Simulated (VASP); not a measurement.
# LiNd (P-6m2) in VASP: a series of runs

The runs below take LiNd through single point, with PBE.

Everything below comes from runs of VASP 6.6.1. Logs are shortened: lines on timing, memory, paths and dates and some standing lists are left out, and cuts for length are marked.

## (1) The cell of the first run

It takes space group P-6m2 (No. 187, hexagonal). The conventional cell has a = 3.346 Å, b = 3.346 Å, c = 3.313 Å, α = 90.00°, β = 90.00°, γ = 120.00°. Li (site symmetry -6m2) has 6 Nd at 2.54 Å and 8 Li at 3.31 to 3.35 Å within 3.4 Å. Within 3.4 Å of Nd (site symmetry -6m2) lie 6 Li at 2.54 Å and 8 Nd at 3.31 to 3.35 Å.

The cell was built from a structure type or drawn by symmetry, and may not be a known phase.

## (2) Single point, PBE

INCAR

```
SYSTEM = LiNd
PREC = Accurate
ENCUT = 750
EDIFF = 1E-6
ISMEAR = 0
SIGMA = 0.1
LREAL = .False.
LASPH = .True.
NELM = 200
ALGO = Normal
ISIF = 2
LWAVE = .False.
LCHARG = .False.
GGA = PE
NBANDS = 14
GGA_COMPAT = .False.
LMAXMIX = 6
```

KPOINTS

```
Automatic mesh
0
Gamma
  6 6 6
  0 0 0
```

POSCAR

```
LiNd
1.0
    3.3461884400      0.0000000000      0.0000000000
   -1.6730942200      2.8978842000      0.0000000000
    0.0000000000      0.0000000000      3.3129652800
Li Nd
1 1
Direct
    0.0000000000      0.0000000000      0.0000000000
    0.3333333300      0.6666666700      0.5000000000
```

Potentials or basis: VASP PAW PBE potentials, release 64 (Li_sv, Nd_3), 4f in core.

Run with:

```console
$ cat potpaw_PBE.64/Li_sv/POTCAR potpaw_PBE.64/Nd_3/POTCAR > POTCAR
$ mpirun -np 1 vasp_std > vasp.out
```

OUTCAR:

```text
SYSTEM = LiNd
   PREC = Accurate
   ENCUT = 750
   EDIFF = 1E-6
   ISMEAR = 0
   LREAL = .False.
   LASPH = .True.
   NELM = 200
   ISIF = 2
   GGA = PE

 ion  position               nearest neighbor table
   1  0.000  0.000  0.000-   2 2.54   2 2.54   2 2.54   2 2.54   2 2.54   2 2.54
   2  0.333  0.667  0.500-   1 2.54   1 2.54   1 2.54   1 2.54   1 2.54   1 2.54

  LATTYP: Found a hexagonal cell.
 ALAT       =     3.3461884400
 C/A-ratio  =     0.9900713422

  Lattice vectors:

 A1 = (   3.3461884400,   0.0000000000,   0.0000000000)
 A2 = (  -1.6730942200,   2.8978842000,   0.0000000000)
 A3 = (   0.0000000000,   0.0000000000,   3.3129652800)

Analysis of symmetry for initial positions (statically):
=====================================================================
 Subroutine PRICEL returns:
 Original cell was already a primitive cell.

 Routine SETGRP: Setting up the symmetry group for a
 hexagonal supercell.

 Subroutine GETGRP returns: Found 12 space group operations
 (whereof 12 operations were pure point group operations)
 out of a pool of 24 trial point group operations.

The static configuration has the point symmetry D_3h.

Analysis of symmetry for dynamics (positions and initial velocities):
=====================================================================
 Subroutine PRICEL returns:
 Original cell was already a primitive cell.

 Routine SETGRP: Setting up the symmetry group for a
 hexagonal supercell.

 Subroutine GETGRP returns: Found 12 space group operations
 (whereof 12 operations were pure point group operations)
 out of a pool of 24 trial point group operations.

The dynamic configuration has the point symmetry D_3h.

 Subroutine INISYM returns: Found 12 space group operations
 (whereof 12 operations are pure point group operations),
 and found     1 'primitive' translations

----------------------------------------------------------------------------------------

                                     Primitive cell

  volume of cell :      32.1254

  direct lattice vectors                    reciprocal lattice vectors
     3.346188440  0.000000000  0.000000000     0.298847485  0.172539676  0.000000000
    -1.673094220  2.897884200  0.000000000     0.000000000  0.345079351  0.000000000
     0.000000000  0.000000000  3.312965280     0.000000000  0.000000000  0.301844395

  length of vectors
     3.346188440  3.346188444  3.312965280     0.345079352  0.345079351  0.301844395

  position of ions in fractional coordinates (direct lattice)
     0.000000000  0.000000000  0.000000000
     0.333333330  0.666666670  0.500000000

  ion indices of the primitive-cell ions
   primitive index   ion index
                 1           1
                 2           2

----------------------------------------------------------------------------------------

 KPOINTS: Automatic mesh

Automatic generation of k-mesh.
 Grid dimensions read from file:
 generate k-points for:    6    6    6

 Generating k-lattice:

  Cartesian coordinates                     Fractional coordinates (reciprocal lattice)
     0.049807914  0.028756613  0.000000000     0.166666667  0.000000000  0.000000000
     0.000000000  0.057513225  0.000000000     0.000000000  0.166666667  0.000000000
     0.000000000  0.000000000  0.050307399     0.000000000  0.000000000  0.166666667

  Length of vectors
     0.057513225  0.057513225  0.050307399

  Shift w.r.t. Gamma in fractional coordinates (k-lattice)
     0.000000000  0.000000000  0.000000000

 Subroutine IBZKPT returns following result:
 ===========================================

 Found     28 irreducible k-points:

 Following reciprocal coordinates:
            Coordinates               Weight
  0.000000  0.000000  0.000000      1.000000
  0.166667 -0.000000  0.000000      6.000000
  0.333333 -0.000000  0.000000      6.000000
  0.500000  0.000000  0.000000      3.000000
  0.166667  0.166667  0.000000      6.000000
  0.333333  0.166667  0.000000     12.000000
[... 16 lines left out ...]
  0.166667 -0.000000  0.500000      6.000000
  0.333333 -0.000000  0.500000      6.000000
 [... further k-points ...]
   k-points           NKPTS =     28   k-points in BZ     NKDIM =     28   number of bands    NBANDS=     14
   number of dos      NEDOS =    301   number of ions     NIONS =      2
   total plane-waves  NPLWV =  27000
   dimension x,y,z NGX =    30 NGY =   30 NGZ =   30
   dimension x,y,z NGXF=    60 NGYF=   60 NGZF=   60
   ions per type =               1   1
   NGX,Y,Z   is equivalent  to a cutoff of  14.90, 14.90, 15.05 a.u.
   NGXF,Y,Z  is equivalent  to a cutoff of  29.81, 29.81, 30.11 a.u.
 SYSTEM =  LiNd
   PREC   = accura    normal or accurate (medium, high low for compatibility)
   ISTART =      0    job   : 0-new  1-cont  2-samecut
   ICHARG =      2    charge: 1-file 2-atom 10-const
   ISPIN  =      1    spin polarized calculation?
   LNONCOLLINEAR =      F non collinear calculations
   LSORBIT =      F    spin-orbit coupling
   LASPH  =      T    aspherical Exc in radial PAW
   ENCUT  =  750.0 eV  55.12 Ry    7.42 a.u.   7.47  7.47  7.40*2*pi/ulx,y,z
   NELM   =    200;   NELMIN=  2; NELMDL= -5     # of ELM steps
   EDIFF  = 0.1E-05   stopping-criterion for ELM
   LREAL  =      F    real-space projection
   EDIFFG = 0.1E-04   stopping-criterion for IOM
   NSW    =      0    number of steps for IOM
   IBRION =     -1    ionic relax: 0-MD 1-quasi-New 2-CG
   NFREE  =      0    steps in history (QN), initial steepest desc. (CG)
   ISIF   =      2    stress and relaxation
   ISYM   =      2    0-nonsym 1-usesym 2-fastsym
   POTIM  = 0.5000    time-step for ionic-motion
   TEBEG  =    0.0;   TEEND  =   0.0 temperature during run
   PSTRESS=    0.0 pullay stress
   NELECT =      14.0000    total number of electrons
   NUPDOWN=      -1.0000    fix difference up-down
   EMIN   =  10.00;   EMAX   =-10.00  energy-range for DOS
   EFERMI =   0.00;   METHOD = LEGACY
   ISMEAR =     0;   SIGMA  =   0.10  broadening in eV -4-tet -1-fermi 0-gaus
   EFERMI_NEDOS =   21; number of points for ismear=-14 and -15
   IALGO  =     38    algorithm
   IMIX   =      4    mixing-type and parameters
     AMIX     =   0.40;   BMIX     =  1.00
     AMIX_MAG =   1.60;   BMIX_MAG =  1.00
  volume/ion in A,a.u.               =      16.06       108.40
  Fermi-wavevector in a.u.,A,eV,Ry     =   1.241180  2.345490 20.960150  1.540528
  Thomas-Fermi vector in A             =   2.375589
   LORBIT       =      0    0 simple, 1 ext, 2 COOP (PROOUT), +10 PAW based schemes
   GGA     = PE    functional components
   LHFCALC =     F    Hartree Fock is set to
   AEXX    =    0.0000 exact exchange contribution
   IVDW    =     0    specifies the selected vdW correction
   LEPSILON=     F    determine dielectric tensor
   LRPA    =     F    only Hartree local field effects (RPA)
 non-spin polarized calculation
 Gauss-broadening in eV      SIGMA  =   0.10
  energy-cutoff  :      750.00
  volume of cell :       32.13
 maximum number of plane-waves:      1525
 NGX is ok and might be reduce to    30
   NGX = 15   NGY = 15   NGZ = 15

 number of electron      13.9999997 magnetization

 Free energy of the ion-electron system (eV)
  ---------------------------------------------------
  ext. energy  EPLUGINS =         0.00000000
  ---------------------------------------------------
  free energy    TOTEN  =        -3.78735565 eV

  energy without entropy =       -3.77571828  energy(sigma->0) =       -3.78153696

 E-fermi :   5.4729     XC(G=0): -10.9129

 val. band max:        5.4526487923   @ k =   0.3333   0.1667   0.5000
 cond. band min:       5.4734079656   @ k =   0.3333   0.3333   0.1667
 fundamental gap:      0.0207591733
 Fermi energy:         5.4729120081

 k-point     1 :       0.0000    0.0000    0.0000
  band No.  band energies     occupation
      1     -41.4742      2.00000
      2     -31.9087      2.00000
      3     -12.7255      2.00000
      4     -12.2643      2.00000
      5     -12.2643      2.00000
      6       1.7309      2.00000
      7       3.9339      2.00000
      8       6.4262      0.00000
      9       6.4262      0.00000
     10      11.8727      0.00000
     11      11.8727      0.00000
     12      12.5554      0.00000
     13      14.4831      0.00000
     14      17.0168      0.00000

 k-point     2 :       0.1667   -0.0000    0.0000
  band No.  band energies     occupation
      1     -41.4706      2.00000
      2     -31.8531      2.00000
      3     -12.7771      2.00000
      4     -12.6544      2.00000
      5     -12.3827      2.00000
      6       2.2906      2.00000
      7       4.4204      2.00000
      8       5.9478      0.00000
      9       7.3236      0.00000
     10       9.2719      0.00000
     11      11.5584      0.00000
     12      14.7420      0.00000
     13      15.3859      0.00000
     14      15.8944      0.00000

 k-point     3 :       0.3333   -0.0000    0.0000
  band No.  band energies     occupation
      1     -41.4633      2.00000
      2     -31.7389      2.00000
      3     -13.6848      2.00000
      4     -12.6079      2.00000
      5     -12.5078      2.00000
      6       2.7809      2.00000
      7       4.4673      2.00000
      8       7.2006      0.00000
      9       7.2931      0.00000
     10       9.6741      0.00000
     11      11.0142      0.00000
     12      13.5142      0.00000
     13      14.4235      0.00000
     14      16.5119      0.00000
[... 324 lines left out ...]
 k-point    23 :       0.1667   -0.0000    0.5000
  band No.  band energies     occupation
      1     -41.4597      2.00000
      2     -31.7288      2.00000
      3     -14.0561      2.00000
      4     -12.6223      2.00000
      5     -12.2204      2.00000
      6       3.9684      2.00000
      7       5.2356      1.99921
      8       6.8906      0.00000
      9       7.4191      0.00000
     10       8.6265      0.00000
     11       9.0305      0.00000
     12      13.9612      0.00000
     13      15.1806      0.00000
     14      15.7772      0.00000

 k-point    24 :       0.3333   -0.0000    0.5000
  band No.  band energies     occupation
      1     -41.4559      2.00000
      2     -31.6019      2.00000
      3     -13.9169      2.00000
      4     -13.5291      2.00000
      5     -12.4298      2.00000
      6       3.3215      2.00000
      7       4.1578      2.00000
      8       6.4489      0.00000
      9       8.5187      0.00000
     10       9.5463      0.00000
     11      11.1671      0.00000
     12      14.3906      0.00000
     13      16.0249      0.00000
     14      18.9867      0.00000

 [... further k-points ...]

------------------------ aborting loop because EDIFF is reached ----------------------------------------

  FORCE on cell =-STRESS in cart. coord.  units (eV):
  Direction    XX          YY          ZZ          XY          YZ          ZX
  --------------------------------------------------------------------------------------
  -------------------------------------------------------------------------------------
  Total        6.5657149      6.5657149      9.3604620      0.0000000      0.0000000      0.0000000
  in kB      327.4494738    327.4494750    466.8308653      0.0000000      0.0000000      0.0000000
  external PRESSURE =     373.9099380 kB  Pullay stress =       0.0000000 kB

 VOLUME and BASIS-vectors are now :
 -----------------------------------------------------------------------------
  energy-cutoff  :      750.00
  volume of cell :       32.13
      direct lattice vectors                 reciprocal lattice vectors
     3.346188440  0.000000000  0.000000000     0.298847485  0.172539676  0.000000000
    -1.673094220  2.897884200  0.000000000     0.000000000  0.345079351  0.000000000
     0.000000000  0.000000000  3.312965280     0.000000000  0.000000000  0.301844395

 POSITION                                       TOTAL-FORCE (eV/Angst)
 -----------------------------------------------------------------------------------
      0.00000      0.00000      0.00000         0.000000      0.000000      0.000000
     -0.00000      1.93192      1.65648        -0.000000     -0.000000      0.000000
 -----------------------------------------------------------------------------------
    total drift:                                0.000010     -0.000006     -0.000000

  FREE ENERGIE OF THE ION-ELECTRON SYSTEM (eV)
  ---------------------------------------------------
  free  energy   TOTEN  =        -3.7873556521 eV

  energy  without entropy=       -3.7757182771  energy(sigma->0) =       -3.78153696
```

Run time: 12 s. Hardware: 1 thread of AMD EPYC 9R45 (Zen 5), shared host; peak memory 0.15 GiB.

Results:

* Free energy: -3.7874 eV
* Pressure: 37.4 GPa
* Band gap on the k mesh: zero (bands 7 and 8 overlap by 1.66 eV)

Stress tensor (GPa, compression positive):
```
32.74  0.00  0.00
 0.00 32.74  0.00
 0.00  0.00 46.68
```

Caveat: the k points lie up to 0.36 Å⁻¹ apart, too coarse for converged energies and pressures of a metal; spin-orbit coupling is left out, which moves the levels of the heavy elements; the 4f electrons are frozen in the core, so they carry no moment and show no levels. Spin polarisation is off, so any magnetic state and its effect on volume and gap are missing.

## (3) Single point, PBE

This run uses another cell than the first one, of 29.12 Å³/atom.

INCAR

```
SYSTEM = LiNd
ALGO = Normal ; EDIFF = 1E-6
ENCUT = 750 ; GGA = PE
GGA_COMPAT = .FALSE. ; ISIF = 2
ISMEAR = 0 ; LASPH = .TRUE.
LCHARG = .TRUE. ; LELF = .TRUE.
LMAXMIX = 6 ; LREAL = .FALSE.
LVHAR = .TRUE. ; LWAVE = .FALSE.
NBANDS = 14 ; NELM = 200
PREC = Accurate ; SIGMA = 0.1
```

KPOINTS

```
k-points
0
G
  6 6 6
  0 0 0
```

POSCAR

```
LiNd
1.0
    3.4690301907      0.0000000000      0.0000000000
   -1.7345150953      3.0042682716      0.0000000000
    0.0000000000      0.0000000000      5.5882339203
Li Nd
1 1
Direct
    0.0000000000      0.0000000000      0.0000000000
    0.3333333333      0.6666666667      0.5000000000
```

Potentials or basis: VASP PAW PBE potentials, release 64 (Li_sv, Nd_3), 4f in core.

Run with:

```console
$ cat potpaw_PBE.64/Li_sv/POTCAR potpaw_PBE.64/Nd_3/POTCAR > POTCAR
$ mpirun -np 1 vasp_std > vasp.out
```

Run time: 25 s. Hardware: 1 thread of AMD EPYC 9R45 (Zen 5), shared host; peak memory 0.2 GiB.

It converged, with:

```yaml
Free_energy: -6.3276 eV
Pressure: 0.2 GPa
Band_gap_on_the_k_mesh: zero (bands 7 and 8 overlap by 0.78 eV)
```

Stress tensor (GPa, compression positive):
```
0.09 0.00 0.00
0.00 0.09 0.00
0.00 0.00 0.44
```

Levels at points of the mesh, in eV from the Fermi level:
```tsv
k point	band 5	band 6	band 7	band 8	band 9	band 10
(0.00, 0.00, 0.00)	-18.46	-3.61	-1.11	1.11	1.84	1.84
(0.50, 0.00, 0.00)	-18.76	-1.64	-0.70	0.01	1.47	3.47
(0.00, 0.00, 0.50)	-18.46	-2.88	-1.68	0.41	1.87	1.87
(0.50, 0.00, 0.50)	-18.76	-1.48	-1.22	1.24	2.29	2.80
```

Caveat: spin-orbit coupling is left out, which moves the levels of the heavy elements; the 4f electrons are frozen in the core, so they carry no moment and show no levels.
